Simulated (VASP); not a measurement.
Here is a VASP 6.6.1 calculation.

File INCAR:

```
PREC     = Accurate       # precision mode
ENCUT    = 520            # plane-wave cutoff, eV
EDIFF    = 1E-6           # SCF threshold, eV
ISMEAR   = 0              # smearing method
SIGMA    = 0.1            # smearing width, eV
LREAL    = False          # projectors in reciprocal space
LASPH    = True           # aspherical terms in the spheres
NELM     = 100            # most SCF steps
ALGO     = Normal         # electronic algorithm
ISIF     = 2              # what is computed and relaxed
LWAVE    = False          # write WAVECAR
LCHARG   = True           # write CHGCAR
GGA      = PE             # functional
LELF     = True           # ELF
LVHAR    = True         
NBANDS   = 29             # bands
```

The input KPOINTS:

```
regular mesh
0
Gamma
  4 4 4
```

File POSCAR:

```
YHfF3
1.0
    4.4347293659      0.0000000000      0.0000000000
    0.0000000000      4.4347293659      0.0000000000
    0.0000000000      0.0000000000      4.4347293659
Y Hf F
1 1 3
Direct
    0.5000000000      0.5000000000      0.5000000000
    0.0000000000      0.0000000000      0.0000000000
    0.5000000000      0.0000000000      0.0000000000
    0.0000000000      0.5000000000      0.0000000000
    0.0000000000      0.0000000000      0.5000000000
```

Potentials or basis: VASP PAW PBE potentials, release 64 (Y_sv, Hf_pv, F).

Command:

```bash
$ cat potpaw_PBE.64/Y_sv/POTCAR potpaw_PBE.64/Hf_pv/POTCAR potpaw_PBE.64/F/POTCAR > POTCAR
$ mpirun -np 1 vasp_std > vasp.out
```

Question: What does it give for the pressure?

Answer: -1.3 GPa.

Question: Estimate the band gap on the k mesh.

Answer: Zero (band 21 reaches 5.15 eV, above the bottom of band 22 at 4.23 eV).

Caveat: spin-orbit coupling is left out, which moves the levels of the heavy elements.
